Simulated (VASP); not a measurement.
Runs of VASP 6.6.1 on B. The structure is that of space group Im-3m (No. 229), or close to it. The cells are those of the table. 

| task | cell | k mesh for the DOS | occupations for the DOS | gap on the mesh (eV) | pressure (GPa) |
| --- | --- | --- | --- | --- | --- |
| single point | a = 1.999 Å, angles 109.5°, 1 atom | - | - | none | -0.1 |
| single point | a = 1.667 Å, angles 109.5°, 1 atom | - | - | none | 344.8 |
| single point | a = 1.587 Å, angles 109.5°, 1 atom | - | - | none | 567.8 |
| single point | a = 1.840 Å, angles 109.5°, 1 atom | - | - | none | (a) |

Alike in all rows: level PBE; potentials or basis VASP PAW PBE potentials, release 64 (B); no spin polarisation; k mesh 22 × 22 × 22; cutoff (eV) 520; smearing fermi-dirac 0.1 eV.

**Question.** Fill in the values left out.

**Answer.** (a) 92.7.

A gap of «none» marks levels without a gap at the run's occupations.
